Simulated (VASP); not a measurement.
# AlRu (CsCl type) (Pm-3m) in VASP: further runs

Runs on AlRu (CsCl type). Level: PBE. Tasks: single point, relaxation of cell and atoms.

Everything below comes from runs of VASP 6.6.1. Logs are shortened: lines on timing, memory, paths and dates and some standing lists are left out, and cuts for length are marked.

## Step 1: The cell of the first run

The structure is cubic, space group Pm-3m (No. 221). The conventional cell has a = 2.952 Å, b = 2.952 Å, c = 2.952 Å, α = 90.00°, β = 90.00°, γ = 90.00°. Ru (site symmetry m-3m) has 8 Al at 2.56 Å and 6 Ru at 2.95 Å within 3.4 Å. Within 3.4 Å of Al (site symmetry m-3m) lie 8 Ru at 2.56 Å and 6 Al at 2.95 Å.

## Step 2: Single point, PBE

Input file INCAR:

```
SYSTEM = AlRu
PREC     = Accurate       ! precision mode
ENCUT    = 520            ! plane-wave cutoff, eV
EDIFF    = 1E-6           ! SCF threshold, eV
ISMEAR   = -1             ! smearing method
SIGMA    = 0.1            ! smearing width, eV
LREAL    = .FALSE.        ! projectors in reciprocal space
LASPH    = .TRUE.         ! aspherical terms in the spheres
NELM     = 60             ! most SCF steps
ALGO     = Normal         ! electronic algorithm
ISIF     = 2              ! what is computed and relaxed
LWAVE    = .FALSE.        ! write WAVECAR
LCHARG   = .FALSE.        ! write CHGCAR
GGA      = PE             ! functional
NBANDS   = 16             ! bands
```

Input file KPOINTS:

```
Automatic mesh
0
G
  13 13 13
  0 0 0
```

Input file POSCAR:

```
AlRu
1.0
    2.9523291428      0.0000000000      0.0000000000
    0.0000000000      2.9523291428      0.0000000000
    0.0000000000      0.0000000000      2.9523291428
Ru Al
1 1
Direct
    0.0000000000      0.0000000000      0.0000000000
    0.5000000000      0.5000000000      0.5000000000
```

Potentials or basis: VASP PAW PBE potentials, release 64 (Ru_pv, Al).

Run with:

```bash
$ cat potpaw_PBE.64/Ru_pv/POTCAR potpaw_PBE.64/Al/POTCAR > POTCAR
$ mpirun -np 1 vasp_std > vasp.out
```

OUTCAR:

```text
SYSTEM = AlRu
   PREC = Accurate
   ENCUT = 520
   EDIFF = 1E-6
   ISMEAR = -1
   LREAL = .FALSE.
   LASPH = .TRUE.
   NELM = 60
   ISIF = 2
   GGA = PE

 ion  position               nearest neighbor table
   1  0.000  0.000  0.000-   2 2.56   2 2.56   2 2.56   2 2.56   2 2.56   2 2.56   2 2.56   2 2.56

   2  0.500  0.500  0.500-   1 2.56   1 2.56   1 2.56   1 2.56   1 2.56   1 2.56   1 2.56   1 2.56

  LATTYP: Found a simple cubic cell.
 ALAT       =     2.9523291428

  Lattice vectors:

 A1 = (   2.9523291428,   0.0000000000,   0.0000000000)
 A2 = (   0.0000000000,   2.9523291428,   0.0000000000)
 A3 = (   0.0000000000,   0.0000000000,   2.9523291428)

Analysis of symmetry for initial positions (statically):
=====================================================================
 Subroutine PRICEL returns:
 Original cell was already a primitive cell.

 Routine SETGRP: Setting up the symmetry group for a
 simple cubic supercell.

 Subroutine GETGRP returns: Found 48 space group operations
 (whereof 48 operations were pure point group operations)
 out of a pool of 48 trial point group operations.

The static configuration has the point symmetry O_h .

Analysis of symmetry for dynamics (positions and initial velocities):
=====================================================================
 Subroutine PRICEL returns:
 Original cell was already a primitive cell.

 Routine SETGRP: Setting up the symmetry group for a
 simple cubic supercell.

 Subroutine GETGRP returns: Found 48 space group operations
 (whereof 48 operations were pure point group operations)
 out of a pool of 48 trial point group operations.

The dynamic configuration has the point symmetry O_h .

 Subroutine INISYM returns: Found 48 space group operations
 (whereof 48 operations are pure point group operations),
 and found     1 'primitive' translations

----------------------------------------------------------------------------------------

                                     Primitive cell

  volume of cell :      25.7332

  direct lattice vectors                    reciprocal lattice vectors
     2.952329143  0.000000000  0.000000000     0.338715621  0.000000000  0.000000000
     0.000000000  2.952329143  0.000000000     0.000000000  0.338715621  0.000000000
     0.000000000  0.000000000  2.952329143     0.000000000  0.000000000  0.338715621

  length of vectors
     2.952329143  2.952329143  2.952329143     0.338715621  0.338715621  0.338715621

  position of ions in fractional coordinates (direct lattice)
     0.000000000  0.000000000  0.000000000
     0.500000000  0.500000000  0.500000000

  ion indices of the primitive-cell ions
   primitive index   ion index
                 1           1
                 2           2

----------------------------------------------------------------------------------------

 KPOINTS: Automatic mesh

Automatic generation of k-mesh.
 Grid dimensions read from file:
 generate k-points for:   13   13   13

 Generating k-lattice:

  Cartesian coordinates                     Fractional coordinates (reciprocal lattice)
     0.026055048  0.000000000  0.000000000     0.076923077  0.000000000  0.000000000
     0.000000000  0.026055048  0.000000000     0.000000000  0.076923077  0.000000000
     0.000000000  0.000000000  0.026055048     0.000000000  0.000000000  0.076923077

  Length of vectors
     0.026055048  0.026055048  0.026055048

  Shift w.r.t. Gamma in fractional coordinates (k-lattice)
     0.000000000  0.000000000  0.000000000

 Subroutine IBZKPT returns following result:
 ===========================================

 Found     84 irreducible k-points:

 Following reciprocal coordinates:
            Coordinates               Weight
  0.000000  0.000000  0.000000      1.000000
  0.076923  0.000000  0.000000      6.000000
  0.153846  0.000000  0.000000      6.000000
  0.230769  0.000000  0.000000      6.000000
  0.307692  0.000000  0.000000      6.000000
  0.384615  0.000000  0.000000      6.000000
[... 16 lines left out ...]
  0.307692  0.307692  0.000000     12.000000
  0.384615  0.307692  0.000000     24.000000
 [... further k-points ...]
   k-points           NKPTS =     84   k-points in BZ     NKDIM =     84   number of bands    NBANDS=     16
   number of dos      NEDOS =    301   number of ions     NIONS =      2
   total plane-waves  NPLWV =  13824
   dimension x,y,z NGX =    24 NGY =   24 NGZ =   24
   dimension x,y,z NGXF=    48 NGYF=   48 NGZF=   48
   ions per type =               1   1
   NGX,Y,Z   is equivalent  to a cutoff of  13.51, 13.51, 13.51 a.u.
   NGXF,Y,Z  is equivalent  to a cutoff of  27.03, 27.03, 27.03 a.u.
 SYSTEM =  AlRu
   PREC   = accura    normal or accurate (medium, high low for compatibility)
   ISTART =      0    job   : 0-new  1-cont  2-samecut
   ICHARG =      2    charge: 1-file 2-atom 10-const
   ISPIN  =      1    spin polarized calculation?
   LNONCOLLINEAR =      F non collinear calculations
   LSORBIT =      F    spin-orbit coupling
   LASPH  =      T    aspherical Exc in radial PAW
   ENCUT  =  520.0 eV  38.22 Ry    6.18 a.u.   5.49  5.49  5.49*2*pi/ulx,y,z
   NELM   =     60;   NELMIN=  2; NELMDL= -5     # of ELM steps
   EDIFF  = 0.1E-05   stopping-criterion for ELM
   LREAL  =      F    real-space projection
   EDIFFG = 0.1E-04   stopping-criterion for IOM
   NSW    =      0    number of steps for IOM
   IBRION =     -1    ionic relax: 0-MD 1-quasi-New 2-CG
   NFREE  =      0    steps in history (QN), initial steepest desc. (CG)
   ISIF   =      2    stress and relaxation
   ISYM   =      2    0-nonsym 1-usesym 2-fastsym
   POTIM  = 0.5000    time-step for ionic-motion
   TEBEG  =    0.0;   TEEND  =   0.0 temperature during run
   PSTRESS=    0.0 pullay stress
   NELECT =      17.0000    total number of electrons
   NUPDOWN=      -1.0000    fix difference up-down
   EMIN   =  10.00;   EMAX   =-10.00  energy-range for DOS
   EFERMI =   0.00;   METHOD = LEGACY
   ISMEAR =    -1;   SIGMA  =   0.10  broadening in eV -4-tet -1-fermi 0-gaus
   EFERMI_NEDOS =   21; number of points for ismear=-14 and -15
   IALGO  =     38    algorithm
   IMIX   =      4    mixing-type and parameters
     AMIX     =   0.40;   BMIX     =  1.00
     AMIX_MAG =   1.60;   BMIX_MAG =  1.00
  volume/ion in A,a.u.               =      12.87        86.83
  Fermi-wavevector in a.u.,A,eV,Ry     =   1.425804  2.694378 27.659499  2.032916
  Thomas-Fermi vector in A             =   2.546149
   LORBIT       =      0    0 simple, 1 ext, 2 COOP (PROOUT), +10 PAW based schemes
   GGA     = PE    functional components
   LHFCALC =     F    Hartree Fock is set to
   AEXX    =    0.0000 exact exchange contribution
   IVDW    =     0    specifies the selected vdW correction
   LEPSILON=     F    determine dielectric tensor
   LRPA    =     F    only Hartree local field effects (RPA)
 non-spin polarized calculation
  energy-cutoff  :      520.00
  volume of cell :       25.73
 maximum number of plane-waves:       739
 NGX is ok and might be reduce to    24
   NGX = 11   NGY = 11   NGZ = 11

 number of electron      16.9999999 magnetization

 Free energy of the ion-electron system (eV)
  ---------------------------------------------------
  ext. energy  EPLUGINS =         0.00000000
  ---------------------------------------------------
  free energy    TOTEN  =       -14.23751326 eV

  energy without entropy =      -14.19118737  energy(sigma->0) =      -14.21435031

 E-fermi :  11.3223     XC(G=0): -12.7703

 val. band max:       11.3061555924   @ k =   0.0769   0.0769   0.0000
 cond. band min:      11.3247570628   @ k =   0.2308   0.0769   0.0769
 fundamental gap:      0.0186014704
 Fermi energy:        11.3222639195

 k-point     1 :       0.0000    0.0000    0.0000
  band No.  band energies     occupation
      1     -30.4857      2.00000
      2     -30.4857      2.00000
      3     -30.4857      2.00000
      4       1.3785      2.00000
      5       7.5011      2.00000
      6       7.5011      2.00000
[... 8 lines left out ...]
     15      23.4155      0.00000
     16      27.1657      0.00000

 k-point     2 :       0.0769    0.0000    0.0000
  band No.  band energies     occupation
      1     -30.4998      2.00000
      2     -30.4845      2.00000
      3     -30.4845      2.00000
      4       1.4964      2.00000
      5       7.5434      2.00000
      6       7.5456      2.00000
[... 8 lines left out ...]
     15      23.4158      0.00000
     16      27.5219      0.00000

 k-point     3 :       0.1538    0.0000    0.0000
  band No.  band energies     occupation
      1     -30.5388      2.00000
      2     -30.4812      2.00000
      3     -30.4812      2.00000
      4       1.8432      2.00000
      5       7.6407      2.00000
      6       7.6637      2.00000
[... 8 lines left out ...]
     15      23.7408      0.00000
     16      28.6354      0.00000

 k-point     4 :       0.2308    0.0000    0.0000
  band No.  band energies     occupation
      1     -30.5935      2.00000
      2     -30.4766      2.00000
      3     -30.4766      2.00000
      4       2.3993      2.00000
      5       7.6663      2.00000
      6       7.8426      2.00000
[... 8 lines left out ...]
     15      24.3339      0.00000
     16      28.5295      0.00000

 k-point     5 :       0.3077    0.0000    0.0000
  band No.  band energies     occupation
      1     -30.6510      2.00000
      2     -30.4716      2.00000
      3     -30.4716      2.00000
      4       3.1346      2.00000
      5       7.4419      2.00000
      6       8.0463      2.00000
[... 8 lines left out ...]
     15      24.7003      0.00000
     16      27.1323      0.00000

 k-point     6 :       0.3846    0.0000    0.0000
  band No.  band energies     occupation
      1     -30.6984      2.00000
      2     -30.4675      2.00000
      3     -30.4675      2.00000
      4       4.0074      2.00000
      5       6.8621      2.00000
      6       8.2280      2.00000
[... 8 lines left out ...]
     15      24.8820      0.00000
     16      25.8043      0.00000

 k-point     7 :       0.4615    0.0000    0.0000
  band No.  band energies     occupation
      1     -30.7250      2.00000
      2     -30.4652      2.00000
      3     -30.4652      2.00000
      4       4.9415      2.00000
      5       6.0322      2.00000
      6       8.3365      2.00000
[... 8 lines left out ...]
     15      24.7419      0.00000
     16      24.7419      0.00000

 k-point     8 :       0.0769    0.0769    0.0000
  band No.  band energies     occupation
      1     -30.4993      2.00000
      2     -30.4979      2.00000
      3     -30.4833      2.00000
      4       1.6132      2.00000
      5       7.5844      2.00000
      6       7.5934      2.00000
[... 8 lines left out ...]
     15      23.4159      0.00000
     16      27.8433      0.00000

 k-point     9 :       0.1538    0.0769    0.0000
  band No.  band energies     occupation
      1     -30.5375      2.00000
      2     -30.4952      2.00000
      3     -30.4800      2.00000
      4       1.9566      2.00000
      5       7.6841      2.00000
      6       7.7144      2.00000
[... 8 lines left out ...]
     15      23.9166      0.00000
     16      28.8267      0.00000
[... 172 lines left out ...]
 k-point    19 :       0.2308    0.2308    0.0000
  band No.  band energies     occupation
      1     -30.5852      2.00000
      2     -30.5792      2.00000
      3     -30.4673      2.00000
      4       3.3110      2.00000
      5       7.7708      2.00000
      6       8.2966      2.00000
[... 8 lines left out ...]
     15      26.0672      0.00000
     16      26.6066      0.00000

 k-point    20 :       0.3077    0.2308    0.0000
  band No.  band energies     occupation
      1     -30.6388      2.00000
      2     -30.5760      2.00000
      3     -30.4624      2.00000
      4       3.9387      2.00000
      5       7.5060      2.00000
      6       8.5334      2.00000
[... 8 lines left out ...]
     15      24.9147      0.00000
     16      26.5829      0.00000

 k-point    21 :       0.3846    0.2308    0.0000
  band No.  band energies     occupation
      1     -30.6852      2.00000
      2     -30.5711      2.00000
      3     -30.4582      2.00000
      4       4.6424      2.00000
      5       7.0060      2.00000
      6       8.7429      2.00000
[... 8 lines left out ...]
     15      23.7914      0.00000
     16      25.7101      0.00000

 k-point    22 :       0.4615    0.2308    0.0000
  band No.  band energies     occupation
      1     -30.7112      2.00000
      2     -30.5682      2.00000
      3     -30.4559      2.00000
      4       5.2973      2.00000
      5       6.4470      2.00000
      6       8.8931      2.00000
[... 8 lines left out ...]
     15      23.4169      0.00000
     16      25.0651      0.00000

 k-point    23 :       0.3077    0.3077    0.0000
  band No.  band energies     occupation
      1     -30.6346      2.00000
      2     -30.6294      2.00000
      3     -30.4573      2.00000
      4       4.4375      2.00000
      5       7.3582      2.00000
      6       8.8448      2.00000
[... 8 lines left out ...]
     15      24.4052      0.00000
     16      26.3811      0.00000

 k-point    24 :       0.3846    0.3077    0.0000
  band No.  band energies     occupation
      1     -30.6780      2.00000
      2     -30.6264      2.00000
      3     -30.4532      2.00000
      4       4.9125      2.00000
      5       7.1538      2.00000
      6       9.0965      2.00000
[... 8 lines left out ...]
     15      23.9200      0.00000
     16      26.3899      0.00000

 [... further k-points ...]
[... 5 lines left out ...]
  --------------------------------------------------------------------------------------
  -------------------------------------------------------------------------------------
  Total        1.9256059      1.9256059      1.9256059      0.0000000      0.0000000      0.0000000
  in kB      119.8901953    119.8901953    119.8901953      0.0000000      0.0000000      0.0000000
  external PRESSURE =     119.8901953 kB  Pullay stress =       0.0000000 kB

 VOLUME and BASIS-vectors are now :
 -----------------------------------------------------------------------------
  energy-cutoff  :      520.00
  volume of cell :       25.73
      direct lattice vectors                 reciprocal lattice vectors
     2.952329143  0.000000000  0.000000000     0.338715621  0.000000000  0.000000000
     0.000000000  2.952329143  0.000000000     0.000000000  0.338715621  0.000000000
     0.000000000  0.000000000  2.952329143     0.000000000  0.000000000  0.338715621

 POSITION                                       TOTAL-FORCE (eV/Angst)
 -----------------------------------------------------------------------------------
      0.00000      0.00000      0.00000         0.000000      0.000000      0.000000
      1.47616      1.47616      1.47616         0.000000      0.000000      0.000000
 -----------------------------------------------------------------------------------
    total drift:                                0.000000      0.000000      0.000000

  FREE ENERGIE OF THE ION-ELECTRON SYSTEM (eV)
  ---------------------------------------------------
  free  energy   TOTEN  =       -14.2375132623 eV

  energy  without entropy=      -14.1911873675  energy(sigma->0) =      -14.21435031
```

It took 8.6 s on 1 thread of Intel Xeon 6975P-C (Granite Rapids), shared host; peak memory 0.16 GiB.

Results:

* Free energy: -14.2375 eV
* Pressure: 12.0 GPa

(Continued in part 2 of 2.)
